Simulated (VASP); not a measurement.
# Sn (I4_1/amd) in VASP: a series of runs

Aim: see how the results for Sn move with the level of theory and the settings. Levels: RPBE, PBE. Tasks: single point.

All numbers are computed with VASP 6.6.1; they aren't measurements. Logs are shortened: lines on timing, memory, paths and dates and some standing lists are left out, and cuts for length are marked.

**1. The cell of the first run**

It takes space group I4_1/amd (No. 141, tetragonal). Conventional cell: a = 5.880 Å, b = 5.880 Å, c = 3.199 Å, α = 90.00°, β = 90.00°, γ = 90.00°. Sn (site symmetry -4m2) has 10 Sn at 3.05 to 3.79 Å within 4.0 Å.

**2. Single point, RPBE**

INCAR reads:

```
SYSTEM = Sn
ALGO = Fast
EDIFF = 1E-6
ENCUT = 520
GGA = RP
ISIF = 2
ISMEAR = -1
LASPH = .TRUE.
LCHARG = .TRUE.
LELF = .TRUE.
LREAL = .FALSE.
LVHAR = .TRUE.
LWAVE = .FALSE.
NBANDS = 21
NELM = 80
PREC = Accurate
SIGMA = 0.05
```

KPOINTS reads:

```
k-points
0
G
  9 9 9
  0 0 0
```

POSCAR reads:

```
Sn
1.0
   -2.9401404553      2.9401404553      1.5993019889
    2.9401404553     -2.9401404553      1.5993019889
    2.9401404553      2.9401404553     -1.5993019889
Sn
2
Direct
    0.0000000000      0.0000000000      0.0000000000
    0.7500000000      0.2500000000      0.5000000000
```

Potentials or basis: VASP PAW PBE potentials, release 64 (Sn_d).

The run is started by

```sh
$ cat potpaw_PBE.64/Sn_d/POTCAR > POTCAR
$ mpirun -np 1 vasp_std > vasp.out
```

OUTCAR:

```text
SYSTEM = Sn
   EDIFF = 1E-6
   ENCUT = 520
   GGA = RP
   ISIF = 2
   ISMEAR = -1
   LASPH = .TRUE.
   LREAL = .FALSE.
   NELM = 80
   PREC = Accurate

 ion  position               nearest neighbor table
   1  0.000  0.000  0.000-   2 3.05   2 3.05   2 3.05   2 3.05
   2  0.750  0.250  0.500-   1 3.05   1 3.05   1 3.05   1 3.05

  LATTYP: Found a body centered tetragonal cell.
 ALAT       =     5.8802809106
 C/A-ratio  =     0.5439542815

  Lattice vectors:

 A1 = (  -2.9401404553,   2.9401404553,   1.5993019889)
 A2 = (   2.9401404553,  -2.9401404553,   1.5993019889)
 A3 = (   2.9401404553,   2.9401404553,  -1.5993019889)

Analysis of symmetry for initial positions (statically):
=====================================================================
 Subroutine PRICEL returns:
 Original cell was already a primitive cell.

 Routine SETGRP: Setting up the symmetry group for a
 body centered tetragonal supercell.

 Subroutine GETGRP returns: Found 16 space group operations
 (whereof  8 operations were pure point group operations)
 out of a pool of 16 trial point group operations.

The static configuration has the point symmetry D_2d.
 The point group associated with its full space group is D_4h.

Analysis of symmetry for dynamics (positions and initial velocities):
=====================================================================
 Subroutine PRICEL returns:
 Original cell was already a primitive cell.

 Routine SETGRP: Setting up the symmetry group for a
 body centered tetragonal supercell.

 Subroutine GETGRP returns: Found 16 space group operations
 (whereof  8 operations were pure point group operations)
 out of a pool of 16 trial point group operations.

The dynamic configuration has the point symmetry D_2d.
 The point group associated with its full space group is D_4h.

 Subroutine INISYM returns: Found 16 space group operations
 (whereof  8 operations are pure point group operations),
 and found     1 'primitive' translations

----------------------------------------------------------------------------------------

                                     Primitive cell

  volume of cell :      55.3002

  direct lattice vectors                    reciprocal lattice vectors
    -2.940140455  2.940140455  1.599301989     0.000000000  0.170059903  0.312636390
     2.940140455 -2.940140455  1.599301989     0.170059903  0.000000000  0.312636390
     2.940140455  2.940140455 -1.599301989     0.170059903  0.170059903  0.000000000

[... 68 lines left out ...]
   dimension x,y,z NGX =    36 NGY =   36 NGZ =   36
   dimension x,y,z NGXF=    72 NGYF=   72 NGZF=   72
   ions per type =               2
   NGX,Y,Z   is equivalent  to a cutoff of  13.43, 13.43, 13.43 a.u.
   NGXF,Y,Z  is equivalent  to a cutoff of  26.87, 26.87, 26.87 a.u.
 SYSTEM =  Sn
   PREC   = accura    normal or accurate (medium, high low for compatibility)
   ISTART =      0    job   : 0-new  1-cont  2-samecut
   ICHARG =      2    charge: 1-file 2-atom 10-const
   ISPIN  =      1    spin polarized calculation?
   LNONCOLLINEAR =      F non collinear calculations
   LSORBIT =      F    spin-orbit coupling
   LASPH  =      T    aspherical Exc in radial PAW
   ENCUT  =  520.0 eV  38.22 Ry    6.18 a.u.   8.28  8.28  8.28*2*pi/ulx,y,z
   NELM   =     80;   NELMIN=  2; NELMDL= -5     # of ELM steps
   EDIFF  = 0.1E-05   stopping-criterion for ELM
   LREAL  =      F    real-space projection
[... 7 lines left out ...]
   TEBEG  =    0.0;   TEEND  =   0.0 temperature during run
   PSTRESS=    0.0 pullay stress
   NELECT =      28.0000    total number of electrons
   NUPDOWN=      -1.0000    fix difference up-down
   EMIN   =  10.00;   EMAX   =-10.00  energy-range for DOS
   EFERMI =   0.00;   METHOD = LEGACY
   ISMEAR =    -1;   SIGMA  =   0.05  broadening in eV -4-tet -1-fermi 0-gaus
   EFERMI_NEDOS =   21; number of points for ismear=-14 and -15
   IALGO  =     68    algorithm
   IMIX   =      4    mixing-type and parameters
     AMIX     =   0.40;   BMIX     =  1.00
     AMIX_MAG =   1.60;   BMIX_MAG =  1.00
  volume/ion in A,a.u.               =      27.65       186.59
  Fermi-wavevector in a.u.,A,eV,Ry     =   1.304824  2.465760 23.164816  1.702566
  Thomas-Fermi vector in A             =   2.435734
   LORBIT       =      0    0 simple, 1 ext, 2 COOP (PROOUT), +10 PAW based schemes
   GGA     = RP    functional components
   LHFCALC =     F    Hartree Fock is set to
   AEXX    =    0.0000 exact exchange contribution
   IVDW    =     0    specifies the selected vdW correction
   LEPSILON=     F    determine dielectric tensor
   LRPA    =     F    only Hartree local field effects (RPA)
 non-spin polarized calculation
 RMM-DIIS sequential band-by-band and
  energy-cutoff  :      520.00
  volume of cell :       55.30
 maximum number of plane-waves:      1507
 NGX is ok and might be reduce to    36
   NGX = 17   NGY = 17   NGZ = 17

 number of electron      27.9999989 magnetization

 Free energy of the ion-electron system (eV)
  ---------------------------------------------------
  ext. energy  EPLUGINS =         0.00000000
  ---------------------------------------------------
  free energy    TOTEN  =        -6.84179651 eV

  energy without entropy =       -6.83423571  energy(sigma->0) =       -6.83801611

 E-fermi :   7.8808     XC(G=0): -10.1351

 val. band max:        7.8748765802   @ k =  -0.2222   0.4444   0.2222
 cond. band min:       7.8924037253   @ k =  -0.2222  -0.2222   0.1111
 fundamental gap:      0.0175271451
 Fermi energy:         7.8807577192

 k-point     1 :       0.0000    0.0000    0.0000
  band No.  band energies     occupation
      1     -13.8341      2.00000
      2     -13.7596      2.00000
      3     -13.7157      2.00000
      4     -13.7073      2.00000
      5     -13.5671      2.00000
      6     -13.5671      2.00000
[... 565 lines left out ...]
     20      18.5394      0.00000
     21      19.0157      0.00000

 [... further k-points ...]
[... 5 lines left out ...]
  --------------------------------------------------------------------------------------
  -------------------------------------------------------------------------------------
  Total        1.0375649      1.0375649      0.8783554      0.0000000      0.0000000      0.0000000
  in kB       30.0607090     30.0607090     25.4480325      0.0000000      0.0000000      0.0000000
  external PRESSURE =      28.5231502 kB  Pullay stress =       0.0000000 kB

 VOLUME and BASIS-vectors are now :
 -----------------------------------------------------------------------------
  energy-cutoff  :      520.00
  volume of cell :       55.30
      direct lattice vectors                 reciprocal lattice vectors
    -2.940140455  2.940140455  1.599301989     0.000000000  0.170059903  0.312636390
     2.940140455 -2.940140455  1.599301989     0.170059903  0.000000000  0.312636390
     2.940140455  2.940140455 -1.599301989     0.170059903  0.170059903  0.000000000

 POSITION                                       TOTAL-FORCE (eV/Angst)
 -----------------------------------------------------------------------------------
      0.00000      0.00000      0.00000        -0.000000      0.000000     -0.000000
      0.00000      2.94014      0.79965         0.000000     -0.000000      0.000000
 -----------------------------------------------------------------------------------
    total drift:                               -0.000000      0.000000     -0.000000

  FREE ENERGIE OF THE ION-ELECTRON SYSTEM (eV)
  ---------------------------------------------------
  free  energy   TOTEN  =        -6.8417965070 eV

  energy  without entropy=       -6.8342357110  energy(sigma->0) =       -6.83801611
```

It took 46 s on 1 thread of Intel Xeon 6975P-C (Granite Rapids), shared host; peak memory 0.23 GiB.

Results:

| Quantity | Value |
| --- | --- |
| Free energy | -6.8418 eV |
| Pressure | 2.9 GPa |
| Band gap on the k mesh | zero (band 14 reaches 9.10 eV, above the bottom of band 15 at 5.12 eV) |

Levels at points of the mesh, in eV from the Fermi level:
```
           k point  band 11  band 12  band 13  band 14  band 15  band 16  band 17  band 18
(0.00, 0.00, 0.00)   -11.00    -3.67    -1.95    -1.95     2.95     6.13     6.13     6.76
```

Caveat: the PAW data sets were made with another functional, which shifts forces and pressure a little; spin-orbit coupling is left out, which moves the levels of the heavy elements.

**3. Single point, PBE**

INCAR reads:

```
SYSTEM = Sn
PREC = Accurate
ENCUT = 520
EDIFF = 1E-7
ISMEAR = 0
SIGMA = 0.015
LREAL = .FALSE.
LASPH = .TRUE.
NELM = 60
ALGO = Normal
ISIF = 2
LWAVE = .FALSE.
LCHARG = .FALSE.
GGA = PE
NBANDS = 21
```

KPOINTS reads:

```
Automatic mesh
0
G
  9 9 9
  0 0 0
```

POSCAR is that of step 2.

Potentials or basis: VASP PAW PBE potentials, release 64 (Sn_d).

The run is started by

```sh
$ cat potpaw_PBE.64/Sn_d/POTCAR > POTCAR
$ mpirun -np 1 vasp_std > vasp.out
```

It took 43 s on 1 thread of Intel Xeon 6975P-C (Granite Rapids), shared host; peak memory 0.23 GiB.

It converged, with:

```yaml
Free_energy: -7.5970 eV
Pressure: 1.4 GPa
Band_gap_on_the_k_mesh: zero (band 14 reaches 8.97 eV, above the bottom of band 15 at 5.01 eV)
```

Stress tensor (GPa, compression positive):
```
1.48 0.00 0.00
0.00 1.48 0.00
0.00 0.00 1.10
```

Levels at points of the mesh, in eV from the Fermi level:
```
           k point  band 11  band 12  band 13  band 14  band 15  band 16  band 17  band 18
(0.00, 0.00, 0.00)   -11.00    -3.71    -1.94    -1.94     2.99     6.12     6.12     6.74
```

Caveat: spin-orbit coupling is left out, which moves the levels of the heavy elements.
